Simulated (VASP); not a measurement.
# AlGa3N4 (R3m) in VASP: notebook

The runs below take AlGa3N4 through single point, with LDA.

Everything below comes from runs of VASP 6.6.1. Logs are shortened: lines on timing, memory, paths and dates and some standing lists are left out, and cuts for length are marked.

### Step 1. The cell of the first run

The structure is trigonal, space group R3m (No. 160). Conventional cell: a = 5.732 Å, b = 5.732 Å, c = 8.047 Å, α = 90.00°, β = 90.00°, γ = 120.00°. Within 2.3 Å of Al (site symmetry 3m) lie 4 N at 1.75 to 1.97 Å. Ga (site symmetry m) has 4 N at 1.80 to 2.02 Å within 2.4 Å. Within 2.3 Å of N (site symmetry m) lie 1 Al at 1.75 Å and 3 Ga at 1.80 to 2.02 Å. N (site symmetry 3m) has 3 Ga at 1.80 Å and 1 Al at 1.97 Å within 2.4 Å.

### Step 2. Single point, LDA (9.54 Å³/atom)

Input file INCAR:

```
PREC     = Accurate       # precision mode
ENCUT    = 520            # plane-wave cutoff, eV
EDIFF    = 1E-7           # SCF threshold, eV
ISMEAR   = 0              # smearing method
SIGMA    = 0.05           # smearing width, eV
LREAL    = F              # projectors in reciprocal space
LASPH    = T              # aspherical terms in the spheres
NELM     = 100            # most SCF steps
ALGO     = Normal         # electronic algorithm
ISIF     = 2              # what is computed and relaxed
LWAVE    = F              # write WAVECAR
LCHARG   = F              # write CHGCAR
GGA      = CA             # functional
NBANDS   = 41             # bands
```

Input file KPOINTS:

```
Automatic mesh
0
Gamma
  6 6 6
```

Input file POSCAR:

```
AlGa3N4
1.0
    4.2509702966      0.1975373013      0.1975373013
    0.1975373013      4.2509702966      0.1975373013
    0.1975373013      0.1975373013      4.2509702966
Al Ga N
1 3 4
Direct
    0.0000000000      0.0000000000      0.0000000000
    0.5000000000      0.5000000000      0.0000000000
    0.5000000000      0.0000000000      0.5000000000
    0.0000000000      0.5000000000      0.5000000000
    0.7548078379      0.7548078379      0.2451921621
    0.7548078379      0.2451921621      0.7548078379
    0.2451921621      0.7548078379      0.7548078379
    0.2451921621      0.2451921621      0.2451921621
```

Potentials or basis: VASP PAW LDA potentials, release 64 (Al, Ga_d, N).

Started as:

```
cat potpaw_LDA.64/Al/POTCAR potpaw_LDA.64/Ga_d/POTCAR potpaw_LDA.64/N/POTCAR > POTCAR
mpirun -np 1 vasp_std > vasp.out
```

OUTCAR:

```text
PREC = Accurate
   ENCUT = 520
   EDIFF = 1E-7
   ISMEAR = 0
   LREAL = F
   LASPH = T
   NELM = 100
   ISIF = 2
   GGA = CA

 ion  position               nearest neighbor table
   1  0.000  0.000  0.000-   5 1.75   6 1.75   7 1.75   8 1.97   3 2.87   4 2.87   2 2.87   4 2.87
                             2 2.87   3 2.87
   2  0.500  0.500  0.000-   6 1.80   7 1.80   8 1.80   5 2.02   3 2.87   4 2.87   1 2.87   3 2.87
                             1 2.87   4 2.87
   3  0.500  0.000  0.500-   5 1.80   7 1.80   8 1.80   6 2.02   1 2.87   2 2.87   2 2.87   4 2.87
                             1 2.87   4 2.87
   4  0.000  0.500  0.500-   5 1.80   6 1.80   8 1.80   7 2.02   1 2.87   2 2.87   1 2.87   3 2.87
                             2 2.87   3 2.87
   5  0.755  0.755  0.245-   1 1.75   3 1.80   4 1.80   2 2.02
   6  0.755  0.245  0.755-   1 1.75   2 1.80   4 1.80   3 2.02
   7  0.245  0.755  0.755-   1 1.75   2 1.80   3 1.80   4 2.02
   8  0.245  0.245  0.245-   2 1.80   3 1.80   4 1.80   1 1.97

  LATTYP: Found a trigonal (rhomboedric) cell.
 ALAT       =     4.2601397199
 COS(alpha) =     0.0946879293

  Lattice vectors:

 A1 = (   4.2509702966,   0.1975373013,   0.1975373013)
 A2 = (   0.1975373013,   4.2509702966,   0.1975373013)
 A3 = (   0.1975373013,   0.1975373013,   4.2509702966)

Analysis of symmetry for initial positions (statically):
=====================================================================
 Subroutine PRICEL returns:
 Original cell was already a primitive cell.

 Routine SETGRP: Setting up the symmetry group for a
 trigonal (rhombohedral) supercell.

 Subroutine GETGRP returns: Found  6 space group operations
 (whereof  6 operations were pure point group operations)
 out of a pool of 12 trial point group operations.

The static configuration has the point symmetry C_3v.

Analysis of symmetry for dynamics (positions and initial velocities):
=====================================================================
 Subroutine PRICEL returns:
 Original cell was already a primitive cell.

 Routine SETGRP: Setting up the symmetry group for a
 trigonal (rhombohedral) supercell.

 Subroutine GETGRP returns: Found  6 space group operations
 (whereof  6 operations were pure point group operations)
 out of a pool of 12 trial point group operations.

The dynamic configuration has the point symmetry C_3v.

 Subroutine INISYM returns: Found  6 space group operations
 (whereof  6 operations are pure point group operations),
 and found     1 'primitive' translations

----------------------------------------------------------------------------------------

                                     Primitive cell

  volume of cell :      76.3360

  direct lattice vectors                    reciprocal lattice vectors
     4.250970297  0.197537301  0.197537301     0.236215252 -0.010489208 -0.010489208
     0.197537301  4.250970297  0.197537301    -0.010489208  0.236215252 -0.010489208
     0.197537301  0.197537301  4.250970297    -0.010489208 -0.010489208  0.236215252

  length of vectors
     4.260139720  4.260139720  4.260139720     0.236680570  0.236680570  0.236680570

  position of ions in fractional coordinates (direct lattice)
     0.000000000  0.000000000  0.000000000
     0.500000000  0.500000000  0.000000000
     0.500000000  0.000000000  0.500000000
     0.000000000  0.500000000  0.500000000
     0.754807838  0.754807838  0.245192162
     0.754807838  0.245192162  0.754807838
     0.245192162  0.754807838  0.754807838
     0.245192162  0.245192162  0.245192162

  ion indices of the primitive-cell ions
   primitive index   ion index
                 1           1
                 2           2
                 3           3
                 4           4
                 5           5
                 6           6
                 7           7
                 8           8

----------------------------------------------------------------------------------------

 KPOINTS: Automatic mesh

Automatic generation of k-mesh.
 Grid dimensions read from file:
 generate k-points for:    6    6    6

 Generating k-lattice:

  Cartesian coordinates                     Fractional coordinates (reciprocal lattice)
     0.039369209 -0.001748201 -0.001748201     0.166666667  0.000000000  0.000000000
    -0.001748201  0.039369209 -0.001748201     0.000000000  0.166666667  0.000000000
    -0.001748201 -0.001748201  0.039369209     0.000000000  0.000000000  0.166666667

  Length of vectors
     0.039446762  0.039446762  0.039446762

  Shift w.r.t. Gamma in fractional coordinates (k-lattice)
     0.000000000  0.000000000  0.000000000

 Subroutine IBZKPT returns following result:
 ===========================================

 Found     32 irreducible k-points:

 Following reciprocal coordinates:
            Coordinates               Weight
  0.000000  0.000000  0.000000      1.000000
  0.166667  0.000000  0.000000      6.000000
  0.333333  0.000000  0.000000      6.000000
  0.500000  0.000000  0.000000      3.000000
  0.166667  0.166667  0.000000      6.000000
  0.333333  0.166667  0.000000     12.000000
[... 16 lines left out ...]
  0.500000  0.500000  0.166667      6.000000
 -0.333333  0.500000  0.166667     12.000000
 [... further k-points ...]
   k-points           NKPTS =     32   k-points in BZ     NKDIM =     32   number of bands    NBANDS=     41
   number of dos      NEDOS =    301   number of ions     NIONS =      8
   total plane-waves  NPLWV =  32768
   dimension x,y,z NGX =    32 NGY =   32 NGZ =   32
   dimension x,y,z NGXF=    64 NGYF=   64 NGZF=   64
   ions per type =               1   3   4
   NGX,Y,Z   is equivalent  to a cutoff of  12.49, 12.49, 12.49 a.u.
   NGXF,Y,Z  is equivalent  to a cutoff of  24.98, 24.98, 24.98 a.u.
 SYSTEM =  unknown system
   PREC   = accura    normal or accurate (medium, high low for compatibility)
   ISTART =      0    job   : 0-new  1-cont  2-samecut
   ICHARG =      2    charge: 1-file 2-atom 10-const
   ISPIN  =      1    spin polarized calculation?
   LNONCOLLINEAR =      F non collinear calculations
   LSORBIT =      F    spin-orbit coupling
   LASPH  =      T    aspherical Exc in radial PAW
   ENCUT  =  520.0 eV  38.22 Ry    6.18 a.u.   7.92  7.92  7.92*2*pi/ulx,y,z
   NELM   =    100;   NELMIN=  2; NELMDL= -5     # of ELM steps
   EDIFF  = 0.1E-06   stopping-criterion for ELM
   LREAL  =      F    real-space projection
   EDIFFG = 0.1E-05   stopping-criterion for IOM
   NSW    =      0    number of steps for IOM
   IBRION =     -1    ionic relax: 0-MD 1-quasi-New 2-CG
   NFREE  =      0    steps in history (QN), initial steepest desc. (CG)
   ISIF   =      2    stress and relaxation
   ISYM   =      2    0-nonsym 1-usesym 2-fastsym
   POTIM  = 0.5000    time-step for ionic-motion
   TEBEG  =    0.0;   TEEND  =   0.0 temperature during run
   PSTRESS=    0.0 pullay stress
   NELECT =      62.0000    total number of electrons
   NUPDOWN=      -1.0000    fix difference up-down
   EMIN   =  10.00;   EMAX   =-10.00  energy-range for DOS
   EFERMI =   0.00;   METHOD = LEGACY
   ISMEAR =     0;   SIGMA  =   0.05  broadening in eV -4-tet -1-fermi 0-gaus
   EFERMI_NEDOS =   21; number of points for ismear=-14 and -15
   IALGO  =     38    algorithm
   IMIX   =      4    mixing-type and parameters
     AMIX     =   0.40;   BMIX     =  1.00
     AMIX_MAG =   1.60;   BMIX_MAG =  1.00
  volume/ion in A,a.u.               =       9.54        64.39
  Fermi-wavevector in a.u.,A,eV,Ry     =   1.527433  2.886430 31.743107  2.333053
  Thomas-Fermi vector in A             =   2.635330
   LORBIT       =      0    0 simple, 1 ext, 2 COOP (PROOUT), +10 PAW based schemes
   GGA     = CA    functional components
   LHFCALC =     F    Hartree Fock is set to
   AEXX    =    0.0000 exact exchange contribution
   IVDW    =     0    specifies the selected vdW correction
   LEPSILON=     F    determine dielectric tensor
   LRPA    =     F    only Hartree local field effects (RPA)
 non-spin polarized calculation
 Gauss-broadening in eV      SIGMA  =   0.05
  energy-cutoff  :      520.00
  volume of cell :       76.34
 maximum number of plane-waves:      2098
   NGX = 15   NGY = 15   NGZ = 15

 number of electron      61.9999961 magnetization

 Free energy of the ion-electron system (eV)
  ---------------------------------------------------
  ext. energy  EPLUGINS =         0.00000000
  ---------------------------------------------------
  free energy    TOTEN  =       -55.39741714 eV

  energy without entropy =      -55.39741714  energy(sigma->0) =      -55.39741714

 E-fermi :   7.5684     XC(G=0): -12.7485

 val. band max:        7.2808696374   @ k =   0.0000   0.0000   0.0000
 cond. band min:       9.7005823299   @ k =   0.0000   0.0000   0.0000
 fundamental gap:      2.4197126925
 Fermi energy:         7.5683600247

 k-point     1 :       0.0000    0.0000    0.0000
  band No.  band energies     occupation
      1     -10.0176      2.00000
      2      -8.3330      2.00000
      3      -8.1228      2.00000
      4      -8.1228      2.00000
      5      -6.5602      2.00000
      6      -6.4907      2.00000
[... 33 lines left out ...]
     40      19.5086      0.00000
     41      19.5107      0.00000

 k-point     2 :       0.1667    0.0000    0.0000
  band No.  band energies     occupation
      1      -9.8748      2.00000
      2      -8.3571      2.00000
      3      -8.1657      2.00000
      4      -8.1243      2.00000
      5      -6.5418      2.00000
      6      -6.4847      2.00000
[... 33 lines left out ...]
     40      19.2631      0.00000
     41      19.3704      0.00000

 k-point     3 :       0.3333    0.0000    0.0000
  band No.  band energies     occupation
      1      -9.4817      2.00000
      2      -8.5202      2.00000
      3      -8.2414      2.00000
      4      -8.1272      2.00000
      5      -6.5121      2.00000
      6      -6.4588      2.00000
[... 875 lines left out ...]
      2      -8.6015      2.00000
      3      -8.3597      2.00000
      4      -8.3301      2.00000
      5      -6.4906      2.00000
      6      -6.4572      2.00000
[... 33 lines left out ...]
     40      17.8482      0.00000
     41      17.8837      0.00000

 k-point    24 :      -0.3333    0.5000    0.1667
  band No.  band energies     occupation
      1      -8.7632      2.00000
      2      -8.5828      2.00000
      3      -8.4321      2.00000
      4      -8.2625      2.00000
      5      -6.4855      2.00000
      6      -6.4528      2.00000
[... 33 lines left out ...]
     40      17.9443      0.00000
     41      18.2352      0.00000

 [... further k-points ...]
[... 5 lines left out ...]
  --------------------------------------------------------------------------------------
  -------------------------------------------------------------------------------------
  Total       20.2532687     20.2532687     20.2532687    -12.0442804    -12.0442804    -12.0442804
  in kB      425.0855168    425.0855168    425.0855168   -252.7912511   -252.7912511   -252.7912511
  external PRESSURE =     425.0855168 kB  Pullay stress =       0.0000000 kB

 VOLUME and BASIS-vectors are now :
 -----------------------------------------------------------------------------
  energy-cutoff  :      520.00
  volume of cell :       76.34
      direct lattice vectors                 reciprocal lattice vectors
     4.250970297  0.197537301  0.197537301     0.236215252 -0.010489208 -0.010489208
     0.197537301  4.250970297  0.197537301    -0.010489208  0.236215252 -0.010489208
     0.197537301  0.197537301  4.250970297    -0.010489208 -0.010489208  0.236215252

 POSITION                                       TOTAL-FORCE (eV/Angst)
 -----------------------------------------------------------------------------------
      0.00000      0.00000      0.00000         1.093240      1.093240      1.093240
      2.22425      2.22425      0.19754         1.142491      1.142491      1.165187
      2.22425      0.19754      2.22425         1.142491      1.165187      1.142491
      0.19754      2.22425      2.22425         1.165187      1.142491      1.142491
      3.40620      3.40620      1.34051        -1.041417     -1.041417     -1.152569
      3.40620      1.34051      3.40620        -1.041417     -1.152569     -1.041417
      1.34051      3.40620      3.40620        -1.152569     -1.041417     -1.041417
      1.13917      1.13917      1.13917        -1.308006     -1.308006     -1.308006
 -----------------------------------------------------------------------------------
    total drift:                               -0.000302     -0.000302     -0.000303

  FREE ENERGIE OF THE ION-ELECTRON SYSTEM (eV)
  ---------------------------------------------------
  free  energy   TOTEN  =       -55.3974171376 eV

  energy  without entropy=      -55.3974171376  energy(sigma->0) =      -55.39741714
```

Wall time 66 s (1 thread of AMD EPYC 9R45 (Zen 5), shared host); peak memory 0.17 GiB.

Results:

```yaml
Free_energy: -55.3974 eV
Pressure: 42.5 GPa
Largest_force: 2.266 eV/Å
Band_gap_on_the_k_mesh: 2.42 eV
```

Forces in eV/Å, atoms in the order of the input:
```
Al   1.093  1.093  1.093
Ga   1.142  1.142  1.165
Ga   1.142  1.165  1.142
Ga   1.165  1.142  1.142
N   -1.041 -1.041 -1.153
N   -1.041 -1.153 -1.041
N   -1.153 -1.041 -1.041
N   -1.308 -1.308 -1.308
```

Stress tensor (GPa, compression positive):
```
 42.51 -25.28 -25.28
-25.28  42.51 -25.28
-25.28 -25.28  42.51
```

Caveat: the cell stands under pressure; forces of over 1 eV/Å act on the atoms, so gaps and moduli don't describe the material at rest.

### Step 3. Single point, LDA (9.54 Å³/atom)

Input file INCAR:

```
SYSTEM = AlGa3N4
ALGO = Normal
EDIFF = 1E-6
ENCUT = 520
ISIF = 2
ISMEAR = 0
LASPH = .TRUE.
LCHARG = .TRUE.
LELF = .TRUE.
LREAL = .FALSE.
LVHAR = .TRUE.
LWAVE = .FALSE.
NBANDS = 41
NELM = 80
PREC = Accurate
SIGMA = 0.05
```

Input file KPOINTS:

```
k-points
0
G
  6 6 6
  0 0 0
```

Changes to POSCAR since step 2:

```diff
@@ -2,5 +2,5 @@
 1.0
-    4.2509702966      0.1975373013      0.1975373013
-    0.1975373013      4.2509702966      0.1975373013
-    0.1975373013      0.1975373013      4.2509702966
+    4.2430353490      0.0647632180      0.0647632180
+    0.0647632180      4.2430353490      0.0647632180
+    0.0647632180      0.0647632180      4.2430353490
 Al Ga N
```

Potentials or basis: VASP PAW LDA potentials, release 64 (Al, Ga_d, N).

Started as:

```
cat potpaw_LDA.64/Al/POTCAR potpaw_LDA.64/Ga_d/POTCAR potpaw_LDA.64/N/POTCAR > POTCAR
mpirun -np 1 vasp_std > vasp.out
```

Wall time 57 s (1 thread of AMD EPYC 9R45 (Zen 5), shared host); peak memory 0.17 GiB.

Results (log left out):

```yaml
Free_energy: -56.9100 eV
Pressure: 36.7 GPa
Largest_force: 1.011 eV/Å
Band_gap_on_the_k_mesh: 3.31 eV
```

Forces on the atoms (eV/Å):
```
Al   0.470  0.470  0.470
Ga   0.498  0.498  0.486
Ga   0.498  0.486  0.498
Ga   0.486  0.498  0.498
N   -0.421 -0.421 -0.526
N   -0.421 -0.526 -0.421
N   -0.526 -0.421 -0.421
N   -0.584 -0.584 -0.584
```

Stress tensor (GPa, compression positive):
```
36.66 -9.14 -9.14
-9.14 36.66 -9.14
-9.14 -9.14 36.66
```

Levels at points of the mesh, in eV from the valence-band top:
```csv
k point,band 29,band 30,band 31,band 32,band 33,band 34
"(0.00, 0.00, 0.00)",-0.26,0.00,0.00,3.31,3.31,3.31
"(0.50, 0.00, 0.00)",-1.70,-1.66,-1.30,5.37,5.43,6.34
"(0.50, 0.50, 0.00)",-1.27,-1.09,-0.79,7.40,7.56,7.82
"(0.50, 0.50, 0.50)",-0.91,-0.73,-0.73,5.85,5.85,6.24
```

Caveat: the cell stands under pressure; forces of over 1 eV/Å act on the atoms, so gaps and moduli don't describe the material at rest. A k mesh can miss the band edges.

(Part 1 of 2 ends here.)
